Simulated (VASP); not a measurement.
# C (Fmmm) in VASP: notebook, part 2 of 2

VASP 6.6.1. The steps go on from the part before.

**4. Single point, LDA**

File INCAR:

```
ALGO = Normal
EDIFF = 1E-7
ENCUT = 520
GGA = CA
ISIF = 2
ISMEAR = 0
LASPH = True
LCHARG = False
LREAL = False
LWAVE = False
NBANDS = 11
NELM = 80
PREC = Accurate
SIGMA = 0.03
```

File KPOINTS:

```
k-points
0
Gamma
  18 18 18
```

File POSCAR:

```
C
1.0
    0.0000000000      2.1166507492      3.3597492418
    1.2227846677      0.0000000000      3.3597492418
    1.2227846677      2.1166507492      0.0000000000
C
2
Direct
    0.1667065656      0.8332934344      0.1667065656
    0.8332934344      0.1667065656      0.8332934344
```

Potentials or basis: VASP PAW LDA potentials, release 64 (C).

The run is started by

```bash
cat potpaw_LDA.64/C/POTCAR > POTCAR
mpirun -np 1 vasp_std > vasp.out
```

OUTCAR:

```text
EDIFF = 1E-7
   ENCUT = 520
   GGA = CA
   ISIF = 2
   ISMEAR = 0
   LASPH = True
   LREAL = False
   NELM = 80
   PREC = Accurate

 ion  position               nearest neighbor table
   1  0.167  0.833  0.167-   2 1.41   2 1.41   2 1.41
   2  0.833  0.167  0.833-   1 1.41   1 1.41   1 1.41

  LATTYP: Found a face centered orthorhombic cell.
 ALAT       =     2.4455693354
 B/A-ratio  =     1.7310085783
 C/A-ratio  =     2.7476213356

  Lattice vectors:

 A1 = (   0.0000000000,   2.1166507492,   3.3597492418)
 A2 = (   1.2227846677,   0.0000000000,   3.3597492418)
 A3 = (   1.2227846677,   2.1166507492,   0.0000000000)

Analysis of symmetry for initial positions (statically):
=====================================================================
 Subroutine PRICEL returns:
 Original cell was already a primitive cell.

 Routine SETGRP: Setting up the symmetry group for a
 face centered orthorhombic supercell.

 Subroutine GETGRP returns: Found  8 space group operations
 (whereof  8 operations were pure point group operations)
 out of a pool of  8 trial point group operations.

The static configuration has the point symmetry D_2h.

Analysis of symmetry for dynamics (positions and initial velocities):
=====================================================================
 Subroutine PRICEL returns:
 Original cell was already a primitive cell.

 Routine SETGRP: Setting up the symmetry group for a
 face centered orthorhombic supercell.

 Subroutine GETGRP returns: Found  8 space group operations
 (whereof  8 operations were pure point group operations)
 out of a pool of  8 trial point group operations.

The dynamic configuration has the point symmetry D_2h.

 Subroutine INISYM returns: Found  8 space group operations
 (whereof  8 operations are pure point group operations),
 and found     1 'primitive' translations
[... 118 lines left out ...]
  Thomas-Fermi vector in A             =   2.397086
   LORBIT       =      0    0 simple, 1 ext, 2 COOP (PROOUT), +10 PAW based schemes
   GGA     = CA    functional components
   LHFCALC =     F    Hartree Fock is set to
   AEXX    =    0.0000 exact exchange contribution
   IVDW    =     0    specifies the selected vdW correction
   LEPSILON=     F    determine dielectric tensor
   LRPA    =     F    only Hartree local field effects (RPA)
 non-spin polarized calculation
 Gauss-broadening in eV      SIGMA  =   0.03
  energy-cutoff  :      520.00
  volume of cell :       17.39
 maximum number of plane-waves:       487
 NGX is ok and might be reduce to    30

 number of electron       8.0000000 magnetization

 Free energy of the ion-electron system (eV)
  ---------------------------------------------------
  ext. energy  EPLUGINS =         0.00000000
  ---------------------------------------------------
  free energy    TOTEN  =       -20.22028453 eV

  energy without entropy =      -20.22028052  energy(sigma->0) =      -20.22028252

 E-fermi :   4.6866     XC(G=0): -10.7933

 val. band max:        4.6468011021   @ k =  -0.2778   0.0556   0.3333
 cond. band min:       4.7263268087   @ k =  -0.2222   0.1111   0.3333
 fundamental gap:      0.0795257065
 Fermi energy:         4.6865639343

 k-point     1 :       0.0000    0.0000    0.0000
  band No.  band energies     occupation
      1     -14.9361      2.00000
      2      -2.0228      2.00000
      3       1.7034      2.00000
      4       1.7150      2.00000
      5       8.4656      0.00000
      6      13.1404      0.00000
      7      13.2091      0.00000
      8      16.2877      0.00000
      9      18.1754      0.00000
     10      27.3199      0.00000
     11      29.9380      0.00000
[... 309 lines left out ...]
 k-point    24 :      -0.2222    0.0556    0.0000
  band No.  band energies     occupation
      1     -13.0787      2.00000
      2      -3.3441      2.00000
      3      -0.6224      2.00000
      4      -0.1108      2.00000
      5      10.8164      0.00000
      6      11.1660      0.00000
      7      12.9786      0.00000
      8      19.2800      0.00000
      9      21.2411      0.00000
     10      22.8248      0.00000
     11      28.0820      0.00000

 [... further k-points ...]

------------------------ aborting loop because EDIFF is reached ----------------------------------------

  FORCE on cell =-STRESS in cart. coord.  units (eV):
  Direction    XX          YY          ZZ          XY          YZ          ZX
  --------------------------------------------------------------------------------------
  -------------------------------------------------------------------------------------
  Total        0.1387495      0.1397718     -0.0107545     -0.0000000      0.0000000      0.0000000
  in kB       12.7822094     12.8763935     -0.9907486     -0.0000000      0.0000000      0.0000000
  external PRESSURE =       8.2226181 kB  Pullay stress =       0.0000000 kB

 VOLUME and BASIS-vectors are now :
 -----------------------------------------------------------------------------
  energy-cutoff  :      520.00
  volume of cell :       17.39
      direct lattice vectors                 reciprocal lattice vectors
     0.000000000  2.116650749  3.359749242    -0.408902739  0.236222249  0.148820630
     1.222784668  0.000000000  3.359749242     0.408902739 -0.236222249  0.148820630
     1.222784668  2.116650749  0.000000000     0.408902739  0.236222249 -0.148820630

 POSITION                                       TOTAL-FORCE (eV/Angst)
 -----------------------------------------------------------------------------------
      1.22278      0.70572      3.35975         0.000000     -0.002698      0.000000
      1.22278      3.52758      3.35975         0.000000      0.002698      0.000000
 -----------------------------------------------------------------------------------
    total drift:                                0.000000      0.000000     -0.000000

  FREE ENERGIE OF THE ION-ELECTRON SYSTEM (eV)
  ---------------------------------------------------
  free  energy   TOTEN  =       -20.2202845267 eV

  energy  without entropy=      -20.2202805193  energy(sigma->0) =      -20.22028252
```

OSZICAR:

```text
N       E                     dE             d eps       ncg     rms          rms(c)
DAV:   1    -0.125788902370E+01   -0.12579E+01   -0.41184E+03 19337   0.648E+02
DAV:   2    -0.212064603354E+02   -0.19949E+02   -0.19109E+02 25086   0.119E+02
DAV:   3    -0.216720091169E+02   -0.46555E+00   -0.46464E+00 23945   0.148E+01
DAV:   4    -0.216738565004E+02   -0.18474E-02   -0.18472E-02 22103   0.115E+00
DAV:   5    -0.216738641721E+02   -0.76717E-05   -0.76713E-05 24172   0.677E-02    0.668E+00
DAV:   6    -0.205628720600E+02    0.11110E+01   -0.99982E-01 21880   0.571E+00    0.378E+00
DAV:   7    -0.202207587422E+02    0.34211E+00   -0.10550E+00 22512   0.590E+00    0.105E+00
DAV:   8    -0.202209983912E+02   -0.23965E-03   -0.25701E-02 21492   0.105E+00    0.181E-01
DAV:   9    -0.202202960742E+02    0.70232E-03   -0.14643E-03 22814   0.222E-01    0.693E-02
DAV:  10    -0.202202855110E+02    0.10563E-04   -0.13110E-04 23243   0.774E-02    0.295E-02
DAV:  11    -0.202202845276E+02    0.98341E-06   -0.33841E-06 22288   0.129E-02    0.513E-03
DAV:  12    -0.202202845267E+02    0.88960E-09   -0.35860E-08 18008   0.158E-03
   1 F= -.20220285E+02 E0= -.20220283E+02  d E =-.400748E-05
```

It took 82 s on 1 thread of Intel Xeon Platinum 8559C (Emerald Rapids), shared host; peak memory 0.23 GiB.

What came out:

| Item | Value |
| --- | --- |
| Free energy | -20.2203 eV |
| Pressure | 0.8 GPa |

Forces on the atoms (eV/Å):
```
C    0.000 -0.003  0.000
C    0.000  0.003  0.000
```

**5. Single point, LDA**

This run uses another cell than the first one: it holds 8 atoms, not 2.

File INCAR:

```
  ALGO = Normal
  EDIFF = 1E-7
  ENCUT = 520
  GGA = CA
  ISIF = 2
  ISMEAR = 0
  LASPH = T
  LCHARG = T
  LELF = T
  LREAL = F
  LVHAR = T
  LWAVE = F
  NBANDS = 26
  NELM = 60
  PREC = Accurate
  SIGMA = 0.03
```

File KPOINTS:

```
k-points
0
Gamma
  10 10 10
```

File POSCAR:

```
C
1.0
    0.0000000000     -4.2333014983      0.0000000000
   -2.4455693354     -2.1166507492     -3.3597492418
    2.4455693354     -2.1166507492     -3.3597492418
C
8
Direct
    0.8332934344      0.5000000000      0.5000000000
    0.8332934344      0.0000000000      0.0000000000
    0.3332934344      0.7500000000      0.2500000000
    0.3332934344      0.2500000000      0.7500000000
    0.1667065656      0.5000000000      0.5000000000
    0.1667065656      0.0000000000      0.0000000000
    0.6667065656      0.7500000000      0.2500000000
    0.6667065656      0.2500000000      0.7500000000
```

Potentials or basis: VASP PAW LDA potentials, release 64 (C).

The run is started by

```bash
cat potpaw_LDA.64/C/POTCAR > POTCAR
mpirun -np 1 vasp_std > vasp.out
```

OUTCAR:

```text
EDIFF = 1E-7
   ENCUT = 520
   GGA = CA
   ISIF = 2
   ISMEAR = 0
   LASPH = T
   LREAL = F
   NELM = 60
   PREC = Accurate

 ion  position               nearest neighbor table
   1  0.833  0.500  0.500-   5 1.41   7 1.41   8 1.41
   2  0.833  0.000  0.000-   6 1.41   7 1.41   8 1.41
   3  0.333  0.750  0.250-   7 1.41   6 1.41   5 1.41
   4  0.333  0.250  0.750-   8 1.41   6 1.41   5 1.41
   5  0.167  0.500  0.500-   1 1.41   3 1.41   4 1.41
   6  0.167  0.000  0.000-   2 1.41   3 1.41   4 1.41
   7  0.667  0.750  0.250-   3 1.41   2 1.41   1 1.41
   8  0.667  0.250  0.750-   4 1.41   2 1.41   1 1.41

  LATTYP: Found a body centered orthorhombic cell.
 ALAT       =     4.2333014983
 B/A-ratio  =     1.1553957763
 C/A-ratio  =     1.5872950430

  Lattice vectors:

 A1 = (   2.4455693354,   2.1166507492,   3.3597492418)
 A2 = (  -2.4455693354,  -2.1166507491,   3.3597492418)
 A3 = (   2.4455693354,  -2.1166507492,  -3.3597492418)

[... 194 lines left out ...]
  free energy    TOTEN  =       -80.88179068 eV

  energy without entropy =      -80.88172297  energy(sigma->0) =      -80.88175683

 E-fermi :   4.7067     XC(G=0): -10.7933

 val. band max:        4.7067258177   @ k =   0.0000  -0.4000   0.3000
 cond. band min:       4.8268504967   @ k =   0.0000  -0.3000   0.1000
 fundamental gap:      0.1201246790
 Fermi energy:         4.7067260051

 k-point     1 :       0.0000    0.0000    0.0000
  band No.  band energies     occupation
      1     -14.9362      2.00000
      2     -10.3370      2.00000
      3     -10.3370      2.00000
      4      -9.2687      2.00000
      5      -8.4946      2.00000
      6      -5.7645      2.00000
[... 685 lines left out ...]
     25      14.4927      0.00000
     26      14.5864      0.00000

 [... further k-points ...]
[... 5 lines left out ...]
  --------------------------------------------------------------------------------------
  -------------------------------------------------------------------------------------
  Total        0.5696597      0.5492459     -0.0539374      0.0000000     -0.0000000      0.0000000
  in kB       13.1198856     12.6497334     -1.2422380      0.0000000     -0.0000000      0.0000000
  external PRESSURE =       8.1757936 kB  Pullay stress =       0.0000000 kB

 VOLUME and BASIS-vectors are now :
 -----------------------------------------------------------------------------
  energy-cutoff  :      520.00
  volume of cell :       69.57
      direct lattice vectors                 reciprocal lattice vectors
     0.000000000 -4.233301498  0.000000000     0.000000000 -0.236222249  0.148820630
    -2.445569335 -2.116650749 -3.359749242    -0.204451370  0.000000000 -0.148820630
     2.445569335 -2.116650749 -3.359749242     0.204451370  0.000000000 -0.148820630

 POSITION                                       TOTAL-FORCE (eV/Angst)
 -----------------------------------------------------------------------------------
      0.00000     -5.64423     -3.35975        -0.000000     -0.009152      0.000000
      0.00000     -3.52758      0.00000        -0.000000     -0.009152     -0.000000
     -1.22278     -3.52758     -3.35975        -0.000000     -0.009152      0.000000
      1.22278     -3.52758     -3.35975        -0.000000     -0.009152      0.000000
      0.00000     -2.82237     -3.35975         0.000000      0.009152     -0.000000
      0.00000     -0.70572      0.00000        -0.000000      0.009152      0.000000
     -1.22278     -4.93902     -3.35975         0.000000      0.009152     -0.000000
      1.22278     -4.93902     -3.35975         0.000000      0.009152     -0.000000
 -----------------------------------------------------------------------------------
    total drift:                               -0.000000     -0.000000      0.000000

  FREE ENERGIE OF THE ION-ELECTRON SYSTEM (eV)
  ---------------------------------------------------
  free  energy   TOTEN  =       -80.8817906792 eV

  energy  without entropy=      -80.8817229736  energy(sigma->0) =      -80.88175683
```

OSZICAR:

```text
N       E                     dE             d eps       ncg     rms          rms(c)
DAV:   1     0.817068712310E+02    0.81707E+02   -0.15772E+04  8892   0.114E+03
DAV:   2    -0.791213605703E+02   -0.16083E+03   -0.14953E+03 11358   0.237E+02
DAV:   3    -0.865912770765E+02   -0.74699E+01   -0.74028E+01 11956   0.481E+01
DAV:   4    -0.866931135010E+02   -0.10184E+00   -0.10168E+00 11520   0.653E+00
DAV:   5    -0.866955291535E+02   -0.24157E-02   -0.24142E-02 11822   0.961E-01    0.134E+01
DAV:   6    -0.822492033214E+02    0.44463E+01   -0.42058E+00  9828   0.966E+00    0.760E+00
DAV:   7    -0.808792508793E+02    0.13700E+01   -0.43705E+00 10168   0.993E+00    0.209E+00
DAV:   8    -0.808842470110E+02   -0.49961E-02   -0.14964E-01 10868   0.185E+00    0.314E-01
DAV:   9    -0.808817983499E+02    0.24487E-02   -0.67165E-03 11312   0.416E-01    0.124E-01
DAV:  10    -0.808817938353E+02    0.45146E-05   -0.52616E-04 11084   0.119E-01    0.611E-02
DAV:  11    -0.808817906302E+02    0.32052E-05   -0.16541E-05 11518   0.225E-02    0.652E-03
DAV:  12    -0.808817906792E+02   -0.49021E-07   -0.61157E-07 11634   0.394E-03
   1 F= -.80881791E+02 E0= -.80881757E+02  d E =-.677056E-04
```

stdout:

```text
POSCAR found type information on POSCAR C
 POSCAR found :  1 types and       8 ions
 scaLAPACK will be used
 LDA part: xc-table for (Slater(with rela. corr.)+CA(PZ))
 , standard interpolation
 POSCAR, INCAR and KPOINTS ok, starting setup
 FFT: planning ... GRIDC
 FFT: planning ... GRID_SOFT
 FFT: planning ... GRID
 WAVECAR not read
 entering main loop
```

Wall time 2.1 min (1 thread of Intel Xeon Platinum 8559C (Emerald Rapids), shared host); peak memory 0.3 GiB.

Results:

```
Free energy            : -80.8818 eV
Pressure               : 0.8 GPa
Largest force          : 0.009 eV/Å
Band gap on the k mesh : zero (bands 16 and 17 overlap by 0.37 eV)
```

Forces in eV/Å, atoms in the order of the input:
```
C    0.000 -0.009  0.000
C    0.000 -0.009  0.000
C    0.000 -0.009  0.000
C    0.000 -0.009  0.000
C    0.000  0.009  0.000
C    0.000  0.009  0.000
C    0.000  0.009  0.000
C    0.000  0.009  0.000
```

Levels at points of the mesh, in eV from the Fermi level:
```csv
k point,band 14,band 15,band 16,band 17,band 18,band 19
"(0.00, 0.00, 0.00)",-3.11,-3.00,-2.99,0.85,3.49,3.49
"(0.50, 0.00, 0.00)",-5.07,-2.42,-2.42,1.58,1.58,7.27
"(0.00, 0.50, 0.00)",-5.16,-1.06,-1.06,0.93,0.93,7.62
"(0.50, 0.50, 0.00)",-5.61,-3.85,-3.85,5.02,5.02,5.55
"(0.00, 0.50, 0.50)",-2.07,-2.07,-1.64,2.28,2.28,2.48
```

**6. The runs side by side**

| cell | k mesh | smearing | pressure (GPa) | largest force (eV/Å) |
| --- | --- | --- | --- | --- |
| a = 3.971, b = 3.575, c = 2.444 Å, angles 80.1, 62.5, 37.3°, 2 atoms, atomic positions A | 16 × 16 × 16 | gaussian 0.03 eV | 0.8 | 0.02 |
| a = 3.971, b = 3.575, c = 2.444 Å, angles 80.1, 62.5, 37.3°, 2 atoms, atomic positions A | 18 × 18 × 18 | gaussian 0.02 eV | 0.8 | - |
| a = 3.971, b = 3.575, c = 2.444 Å, angles 80.1, 62.5, 37.3°, 2 atoms, atomic positions A | 18 × 18 × 18 | gaussian 0.03 eV | 0.8 | - |
| a = 4.233, b = 4.664, c = 4.664 Å, angles 63.3, 63.0, 63.0°, 8 atoms, atomic positions B | 10 × 10 × 10 | gaussian 0.03 eV | 0.8 | 0.01 |

Alike in all rows: task single point; level LDA; potentials or basis VASP PAW LDA potentials, release 64 (C); no spin polarisation; cutoff (eV) 520.

Total energies depend on the potentials used, so only differences within one code and one set of settings carry meaning.

The gap in the log of VASP goes by the Fermi energy; the results here count the filled bands.